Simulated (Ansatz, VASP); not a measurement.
P in VASP and in Ansatz

```
P
1.0
     4.33700    0.00000    0.00000
     0.00000    4.33700    0.00000
     0.00000    0.00000    4.37800
P
1
Direct
  0.00000 0.00000 0.00000
```

Alike in both runs: task single point; functional PBE; dispersion D3(BJ); k mesh 10 × 10 × 9; occupations fermi-dirac, width 0.08 eV; no spin polarisation.

|  | VASP | Ansatz |
| --- | --- | --- |
| version | VASP 6.6.1 | Ansatz 0.2.0 |
| potentials or method | VASP PAW PBE potentials, release 64 (P), cutoff 520 eV | all-electron LAPW, scalar-relativistic |

|  | VASP | Ansatz | Ansatz less VASP |
| --- | --- | --- | --- |
| gap on the k mesh at the Fermi level (eV) | none | none | - |
| pressure (GPa) | -3.5 | -3.5 | 0.00 |
| traceless stress, the component that is largest in VASP (GPa) | 0.12 | 0.12 | 0.000 |

A gap of «none» marks a metal or a gap that the smearing closes. Ansatz ran all-electron here, and VASP with PAW potentials.
